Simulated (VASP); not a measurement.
# SnO (C2/m) in VASP: notebook

Runs on SnO. Level: LDA. Tasks: electric field gradients.

Everything below comes from runs of VASP 6.6.1. Logs are shortened: lines on timing, memory, paths and dates and some standing lists are left out, and cuts for length are marked.

## Step 1: The cell of the first run

It takes space group C2/m (No. 12, monoclinic). The conventional cell has a = 5.324 Å, b = 5.431 Å, c = 4.836 Å, α = 90.00°, β = 91.63°, γ = 90.00°. Sn (site symmetry m) has 4 O at 2.20 to 2.24 Å within 2.9 Å. Within 2.9 Å of O (site symmetry 2) lie 4 Sn at 2.20 to 2.24 Å and 4 O at 2.66 to 2.72 Å.

## Step 2: Electric field gradients, LDA (equal xy, yz and zx shear strains of -2 %)

The input, INCAR:

```
SYSTEM = SnO
PREC = Accurate ; ENCUT = 1000
EDIFF = 1E-8 ; ISMEAR = -1
SIGMA = 0.02 ; LREAL = .FALSE.
LASPH = .TRUE. ; NELM = 120
ALGO = Normal ; ISIF = 2
LWAVE = .FALSE. ; LCHARG = .FALSE.
GGA = CA ; LEFG = .TRUE.
NBANDS = 28 ; GGA_COMPAT = .FALSE.
```

The input, KPOINTS:

```
Automatic mesh
0
G
  6 6 5
  0 0 0
```

The input, POSCAR:

```
SnO
1.0
    3.8020000000     -0.0380200000     -0.0380200000
   -0.0380200000      3.8020000000     -0.0380200000
   -0.0483600000     -0.0483600000      4.8360000000
Sn O
2 2
Direct
    0.0000000000      0.5000000000      0.2385000000
    0.5000000000      0.0000000000      0.7615000000
    0.0000000000      0.0000000000      0.0000000000
    0.5000000000      0.5000000000      0.0000000000
```

Potentials or basis: VASP PAW LDA potentials, release 64 (Sn_d, O_h).

The run is started by

```bash
$ cat potpaw_LDA.64/Sn_d/POTCAR potpaw_LDA.64/O_h/POTCAR > POTCAR
$ mpirun -np 1 vasp_std > vasp.out
```

OUTCAR:

```text
SYSTEM = SnO
   PREC = Accurate
   ENCUT = 1000
   EDIFF = 1E-8
   ISMEAR = -1
   LREAL = .FALSE.
   LASPH = .TRUE.
   NELM = 120
   ISIF = 2
   GGA = CA

 ion  position               nearest neighbor table
   1  0.000  0.500  0.239-   3 2.20   4 2.20   3 2.24   4 2.24   2 3.47   2 3.56   2 3.56   2 3.57
                             2 3.62   2 3.71   2 3.71   2 3.72
   2  0.500  0.000  0.761-   3 2.20   4 2.20   4 2.24   3 2.24   1 3.47   1 3.56   1 3.56   1 3.57
                             1 3.62   1 3.71   1 3.71   1 3.72
   3  0.000  0.000  0.000-   1 2.20   2 2.20   1 2.24   2 2.24
   4  0.500  0.500  0.000-   1 2.20   2 2.20   2 2.24   1 2.24

  LATTYP: Found a base centered monoclinic cell.
 ALAT       =     5.3236146519
 B/A-ratio  =     1.0200979445
 C/A-ratio  =     1.3318122543
 COS(beta)  =    -0.7314689308

  Lattice vectors:

 A1 = (  -3.8020000000,   0.0380200000,   0.0380200000)
 A2 = (   0.0380200000,  -3.8020000000,   0.0380200000)
 A3 = (   3.7156200000,   3.7156200000,   4.7599600000)

Analysis of symmetry for initial positions (statically):
=====================================================================
 Subroutine PRICEL returns:
 Original cell was already a primitive cell.

 Routine SETGRP: Setting up the symmetry group for a
 base centered monoclinic supercell.

 Subroutine GETGRP returns: Found  4 space group operations
 (whereof  2 operations were pure point group operations)
 out of a pool of  4 trial point group operations.

The static configuration has the point symmetry C_2 .
 The point group associated with its full space group is C_2h.

Analysis of symmetry for dynamics (positions and initial velocities):
=====================================================================
 Subroutine PRICEL returns:
 Original cell was already a primitive cell.

 Routine SETGRP: Setting up the symmetry group for a
 base centered monoclinic supercell.

 Subroutine GETGRP returns: Found  4 space group operations
 (whereof  2 operations were pure point group operations)
 out of a pool of  4 trial point group operations.

The dynamic configuration has the point symmetry C_2 .
 The point group associated with its full space group is C_2h.

 Subroutine INISYM returns: Found  4 space group operations
 (whereof  2 operations are pure point group operations),
 and found     1 'primitive' translations

----------------------------------------------------------------------------------------

                                     Primitive cell

  volume of cell :      69.8843

  direct lattice vectors                    reciprocal lattice vectors
     3.802000000 -0.038020000 -0.038020000     0.263072609  0.002657299  0.002657299
    -0.038020000  3.802000000 -0.038020000     0.002657299  0.263072609  0.002657299
    -0.048360000 -0.048360000  4.836000000     0.002089134  0.002089134  0.206824248

  length of vectors
     3.802380181  3.802380181  4.836483576     0.263099449  0.263099449  0.206845349

  position of ions in fractional coordinates (direct lattice)
     1.000000000  0.500000000  0.238500000
     0.500000000  1.000000000  0.761500000
     0.000000000  0.000000000  0.000000000
     0.500000000  0.500000000  0.000000000

  ion indices of the primitive-cell ions
   primitive index   ion index
                 1           1
                 2           2
                 3           3
                 4           4

----------------------------------------------------------------------------------------

 KPOINTS: Automatic mesh

Automatic generation of k-mesh.
 Grid dimensions read from file:
 generate k-points for:    6    6    5

 Generating k-lattice:

  Cartesian coordinates                     Fractional coordinates (reciprocal lattice)
     0.043845435  0.000442883  0.000442883     0.166666667  0.000000000  0.000000000
     0.000442883  0.043845435  0.000442883     0.000000000  0.166666667  0.000000000
     0.000417827  0.000417827  0.041364850     0.000000000  0.000000000  0.200000000

  Length of vectors
     0.043849908  0.043849908  0.041369070

  Shift w.r.t. Gamma in fractional coordinates (k-lattice)
     0.000000000  0.000000000  0.000000000

 Subroutine IBZKPT returns following result:
 ===========================================

 Found     55 irreducible k-points:

 Following reciprocal coordinates:
            Coordinates               Weight
  0.000000  0.000000  0.000000      1.000000
  0.166667 -0.000000 -0.000000      4.000000
  0.333333  0.000000 -0.000000      4.000000
  0.500000 -0.000000 -0.000000      2.000000
  0.166667  0.166667 -0.000000      2.000000
  0.333333  0.166667 -0.000000      4.000000
[... 16 lines left out ...]
 -0.333333  0.166667  0.200000      4.000000
 -0.166667  0.166667  0.200000      4.000000
 [... further k-points ...]
   k-points           NKPTS =     55   k-points in BZ     NKDIM =     55   number of bands    NBANDS=     28
   number of dos      NEDOS =    301   number of ions     NIONS =      4
   total plane-waves  NPLWV =  80000
   dimension x,y,z NGX =    40 NGY =   40 NGZ =   50
   dimension x,y,z NGXF=    80 NGYF=   80 NGZF=  100
   ions per type =               2   2
   NGX,Y,Z   is equivalent  to a cutoff of  17.49, 17.49, 17.19 a.u.
   NGXF,Y,Z  is equivalent  to a cutoff of  34.98, 34.98, 34.37 a.u.
 SYSTEM =  SnO
   PREC   = accura    normal or accurate (medium, high low for compatibility)
   ISTART =      0    job   : 0-new  1-cont  2-samecut
   ICHARG =      2    charge: 1-file 2-atom 10-const
   ISPIN  =      1    spin polarized calculation?
   LNONCOLLINEAR =      F non collinear calculations
   LSORBIT =      F    spin-orbit coupling
   LASPH  =      T    aspherical Exc in radial PAW
   ENCUT  = 1000.0 eV  73.50 Ry    8.57 a.u.   9.80  9.80 12.47*2*pi/ulx,y,z
   NELM   =    120;   NELMIN=  2; NELMDL= -5     # of ELM steps
   EDIFF  = 0.1E-07   stopping-criterion for ELM
   LREAL  =      F    real-space projection
   EDIFFG = 0.1E-06   stopping-criterion for IOM
   NSW    =      0    number of steps for IOM
   IBRION =     -1    ionic relax: 0-MD 1-quasi-New 2-CG
   NFREE  =      0    steps in history (QN), initial steepest desc. (CG)
   ISIF   =      2    stress and relaxation
   ISYM   =      2    0-nonsym 1-usesym 2-fastsym
   POTIM  = 0.5000    time-step for ionic-motion
   TEBEG  =    0.0;   TEEND  =   0.0 temperature during run
   PSTRESS=    0.0 pullay stress
   NELECT =      40.0000    total number of electrons
   NUPDOWN=      -1.0000    fix difference up-down
   EMIN   =  10.00;   EMAX   =-10.00  energy-range for DOS
   EFERMI =   0.00;   METHOD = LEGACY
   ISMEAR =    -1;   SIGMA  =   0.02  broadening in eV -4-tet -1-fermi 0-gaus
   EFERMI_NEDOS =   21; number of points for ismear=-14 and -15
   IALGO  =     38    algorithm
   IMIX   =      4    mixing-type and parameters
     AMIX     =   0.40;   BMIX     =  1.00
     AMIX_MAG =   1.60;   BMIX_MAG =  1.00
  volume/ion in A,a.u.               =      17.47       117.90
  Fermi-wavevector in a.u.,A,eV,Ry     =   1.359257  2.568624 25.137862  1.847581
  Thomas-Fermi vector in A             =   2.486021
   LORBIT       =      0    0 simple, 1 ext, 2 COOP (PROOUT), +10 PAW based schemes
   GGA     = CA    functional components
   LHFCALC =     F    Hartree Fock is set to
   AEXX    =    0.0000 exact exchange contribution
   IVDW    =     0    specifies the selected vdW correction
   LEPSILON=     F    determine dielectric tensor
   LRPA    =     F    only Hartree local field effects (RPA)
 non-spin polarized calculation
  energy-cutoff  :     1000.00
  volume of cell :       69.88
 maximum number of plane-waves:      5036
   NGX = 19   NGY = 19   NGZ = 25

 number of electron      40.0000002 magnetization

 Free energy of the ion-electron system (eV)
  ---------------------------------------------------
  ext. energy  EPLUGINS =         0.00000000
  ---------------------------------------------------
  free energy    TOTEN  =       -25.70952571 eV

  energy without entropy =      -25.70926227  energy(sigma->0) =      -25.70939399

 E-fermi :   7.1086     XC(G=0): -10.6825

 val. band max:        7.0746678681   @ k =   0.0000   0.0000   0.0000
 cond. band min:       7.1392792050   @ k =   0.5000   0.5000  -0.0000
 fundamental gap:      0.0646113369
 Fermi energy:         7.1086035221

 k-point     1 :       0.0000    0.0000    0.0000
  band No.  band energies     occupation
      1     -14.7712      2.00000
      2     -14.3587      2.00000
      3     -14.3445      2.00000
      4     -14.3367      2.00000
      5     -14.2922      2.00000
      6     -14.2904      2.00000
[... 20 lines left out ...]
     27      13.8788      0.00000
     28      14.2884      0.00000

 k-point     2 :       0.1667   -0.0000   -0.0000
  band No.  band energies     occupation
      1     -14.7563      2.00000
      2     -14.3647      2.00000
      3     -14.3440      2.00000
      4     -14.3335      2.00000
      5     -14.3049      2.00000
      6     -14.2937      2.00000
[... 20 lines left out ...]
     27      14.1570      0.00000
     28      16.1115      0.00000

 k-point     3 :       0.3333    0.0000   -0.0000
  band No.  band energies     occupation
      1     -14.7153      2.00000
      2     -14.5111      2.00000
      3     -14.3288      2.00000
      4     -14.3193      2.00000
      5     -14.3023      2.00000
      6     -14.3000      2.00000
[... 20 lines left out ...]
     27      14.6376      0.00000
     28      17.2801      0.00000

 k-point     4 :       0.5000   -0.0000   -0.0000
  band No.  band energies     occupation
      1     -14.6516      2.00000
      2     -14.6265      2.00000
      3     -14.3100      2.00000
      4     -14.3095      2.00000
      5     -14.3047      2.00000
      6     -14.3044      2.00000
[... 578 lines left out ...]
     27      15.3744      0.00000
     28      15.5147      0.00000

 k-point    23 :      -0.3333    0.1667    0.2000
  band No.  band energies     occupation
      1     -14.7140      2.00000
      2     -14.5601      2.00000
      3     -14.3368      2.00000
      4     -14.3157      2.00000
      5     -14.3049      2.00000
      6     -14.2902      2.00000
[... 20 lines left out ...]
     27      15.2626      0.00000
     28      15.9188      0.00000

 k-point    24 :      -0.1667    0.1667    0.2000
  band No.  band energies     occupation
      1     -14.7408      2.00000
      2     -14.4268      2.00000
      3     -14.3463      2.00000
      4     -14.3277      2.00000
      5     -14.3171      2.00000
      6     -14.2842      2.00000
[... 20 lines left out ...]
     27      15.2259      0.00000
     28      16.6942      0.00000

 [... further k-points ...]
[... 5 lines left out ...]
  --------------------------------------------------------------------------------------
  -------------------------------------------------------------------------------------
  Total       -1.0380358     -1.0380358     -0.9677187      0.7425163      0.4648006      0.4648007
  in kB      -23.7981706    -23.7981706    -22.1860707     17.0230449     10.6560920     10.6560928
  external PRESSURE =     -23.2608040 kB  Pullay stress =       0.0000000 kB

 VOLUME and BASIS-vectors are now :
 -----------------------------------------------------------------------------
  energy-cutoff  :     1000.00
  volume of cell :       69.88
      direct lattice vectors                 reciprocal lattice vectors
     3.802000000 -0.038020000 -0.038020000     0.263072609  0.002657299  0.002657299
    -0.038020000  3.802000000 -0.038020000     0.002657299  0.263072609  0.002657299
    -0.048360000 -0.048360000  4.836000000     0.002089134  0.002089134  0.206824248

 POSITION                                       TOTAL-FORCE (eV/Angst)
 -----------------------------------------------------------------------------------
     -0.03054      1.88947      1.13438         0.112726      0.112726     -0.143913
      1.86417     -0.05584      3.66360        -0.112726     -0.112726      0.143913
      0.00000      0.00000      0.00000         0.063434     -0.063434      0.000000
      1.88199      1.88199     -0.03802        -0.063434      0.063434     -0.000000
 -----------------------------------------------------------------------------------
    total drift:                               -0.000000      0.000000      0.000000

  FREE ENERGIE OF THE ION-ELECTRON SYSTEM (eV)
  ---------------------------------------------------
  free  energy   TOTEN  =       -25.7095257071 eV

  energy  without entropy=      -25.7092622698  energy(sigma->0) =      -25.70939399

 Electric field gradients (V/A^2)
---------------------------------------------------------------------
 ion       V_xx      V_yy      V_zz      V_xy      V_xz      V_yz
---------------------------------------------------------------------
   1      82.119    82.119  -164.238     2.653   -18.721   -18.721
   2      82.119    82.119  -164.238     2.653   -18.721   -18.721
   3      -0.941    -0.941     1.883    -6.305     0.471     0.471
   4      -0.941    -0.941     1.883    -6.305     0.471     0.471
---------------------------------------------------------------------

 Electric field gradients after diagonalization (V/A^2)
 (convention: |V_zz| > |V_xx| > |V_yy|)
----------------------------------------------------------------------
 ion       V_xx      V_yy      V_zz     asymmetry (V_yy - V_xx)/ V_zz
----------------------------------------------------------------------
   1      87.555    79.466  -167.022       0.048
   2      87.555    79.466  -167.022       0.048
   3       5.363     1.931    -7.294       0.470
   4       5.363     1.931    -7.294       0.470
----------------------------------------------------------------------

           NMR quadrupolar parameters

 Cq : quadrupolar parameter    Cq=e*Q*V_zz/h
 eta: asymmetry parameters     (V_yy - V_xx)/ V_zz
 Q  : nuclear electric quadrupole moment in mb (millibarn)
----------------------------------------------------------------------
 ion       Cq(MHz)       eta       Q (mb)
----------------------------------------------------------------------
   1      -0.404       0.048       1.000
   2      -0.404       0.048       1.000
   3      -0.018       0.470       1.000
   4      -0.018       0.470       1.000
----------------------------------------------------------------------
```

It took 2.9 min on 1 thread of Intel Xeon Platinum 8488C (Sapphire Rapids), shared host; peak memory 0.37 GiB.

Results:

- Free energy: -25.7095 eV
- Pressure: -2.3 GPa
- Largest force: 0.215 eV/Å
- Band gap on the k mesh: 0.06 eV (least direct gap 1.87 eV)
- Largest electric field gradient by atom: Sn -167.0; O -7.3 V/Å²

Forces on the atoms (eV/Å):
```
Sn   0.113  0.113 -0.144
Sn  -0.113 -0.113  0.144
O    0.063 -0.063  0.000
O   -0.063  0.063  0.000
```

Electric field gradients, principal values (V/Å²):
```
atom   least  middle  greatest (by size)
1 Sn  79.466  87.555            -167.022
2 Sn  79.466  87.555            -167.022
 3 O   1.931   5.363              -7.294
 4 O   1.931   5.363              -7.294
```

Caveat: the cell differs from its parent crystal (equal xy, yz and zx shear strains of -2 %); semilocal functionals underestimate gaps, and a narrow one can read as zero; without QUAD_EFG the Cq values of the log hold for a quadrupole moment of 1 mb, not for the nuclei; spin-orbit coupling is left out, which moves the levels of the heavy elements.

(Part 1 of 2 ends here.)
